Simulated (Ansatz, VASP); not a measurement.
## AlGaN2 in VASP and in Ansatz

```
CELL_PARAMETERS angstrom
3.04665 0.00000 0.00000
0.00000 3.04665 0.00000
0.00000 0.00000 4.29112
ATOMIC_POSITIONS crystal
Al 0.50000 0.50000 0.50000
Ga 0.00000 0.00000 0.00000
N 0.50000 0.00000 0.73826
N 0.00000 0.50000 0.26174
```

Change from the starting cell: strain -0.030 along x and y, -0.030 along z, atoms carried along.

Alike in both runs: task single point; functional r2SCAN; k mesh 8 × 8 × 6; occupations gaussian, width 0.05 eV; no spin polarisation.

|  | VASP | Ansatz |
| --- | --- | --- |
| version | VASP 6.6.1 | Ansatz 0.2.0 |
| potentials or method | VASP PAW PBE potentials, release 64 (Al, Ga_d, N), cutoff 520 eV | scalar-relativistic, plane waves, PAW |
| valence electrons in the cell | 26 | 26 |

```csv
,VASP,Ansatz,Ansatz less VASP
gap on the k mesh at the Fermi level (eV),3.88,3.89,+0.009
least direct gap on the mesh (eV),4.07,4.07,-0.007
pressure (GPa),22.5,21.9,-0.64
"traceless stress, the component that is largest in VASP (GPa)",-0.17,-0.17,+0.007
rms of the force components (eV/Å),0.009,0.031,+0.0226
```

VASP's potentials were made for PBE, not for r2SCAN. Atom by atom the forces differ by 0.040 eV/Å (rms over components). With one functional, cell and mesh, what is left measures potentials, basis and numerics.
